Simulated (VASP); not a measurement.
## AlH6: single point with PBE

Crystal: AlH6.

```
Al H
1.0
     3.80370    0.00000    0.00000
    -1.90185    3.29410    0.00000
     0.00000    0.00000    4.09072
Al H
1 6
Direct
  0.00000 0.00000 0.50000
  0.63521 0.00000 0.50000
  0.00000 0.63521 0.50000
  0.36479 0.36479 0.50000
  0.36479 0.00000 0.50000
  0.00000 0.36479 0.50000
  0.63521 0.63521 0.50000
```

```
Program                : VASP 6.6.1
Task                   : single point
Functional             : PBE
Potentials or basis    : VASP PAW PBE potentials, release 64 (Al, H)
Cutoff                 : 520 eV
k mesh                 : 6 × 6 × 4
Occupations            : gaussian, width 0.1 eV
Spin                   : no spin polarisation
Dipole correction      : no
Further INCAR settings : ALGO = Normal; EDIFF = 1e-06; NBANDS = 14
```

```yaml
Pressure: 55.5 GPa
Largest_force: 4.911 eV/Å
```

Forces on the atoms (eV/Å):
```
Al   0.000  0.000  0.000
H   -4.911  0.000  0.000
H    2.456 -4.253  0.000
H    2.456  4.253  0.000
H    4.911  0.000  0.000
H   -2.456  4.253  0.000
H   -2.456 -4.253  0.000
```

Stress tensor (GPa, compression positive):
```
84.94  0.00  0.00
 0.00 84.94  0.00
 0.00  0.00 -3.46
```

Levels at points of the mesh, in eV from the Fermi level:
| k point | band 2 | band 3 | band 4 | band 5 | band 6 | band 7 |
| --- | --- | --- | --- | --- | --- | --- |
| (0.00, 0.00, 0.00) | -3.91 | -3.91 | -2.76 | -2.76 | 1.33 | 1.52 |
| (0.50, 0.00, 0.00) | -10.70 | -6.37 | -2.06 | 3.41 | 4.30 | 5.42 |
| (0.00, 0.00, 0.50) | -3.87 | -3.87 | -2.67 | -2.67 | -2.13 | 6.08 |
| (0.50, 0.00, 0.50) | -10.57 | -6.29 | -1.84 | 0.21 | 2.35 | 5.47 |

Run time: 8.1 s on 1 thread of AMD EPYC 9R45 96-Core Processor (Zen 5), with other jobs on the host, peak memory 0.12 GiB.

Caveat: the k points lie up to 0.38 Å⁻¹ apart; forces of over 1 eV/Å act on the atoms, so gaps and moduli don't describe the material at rest.
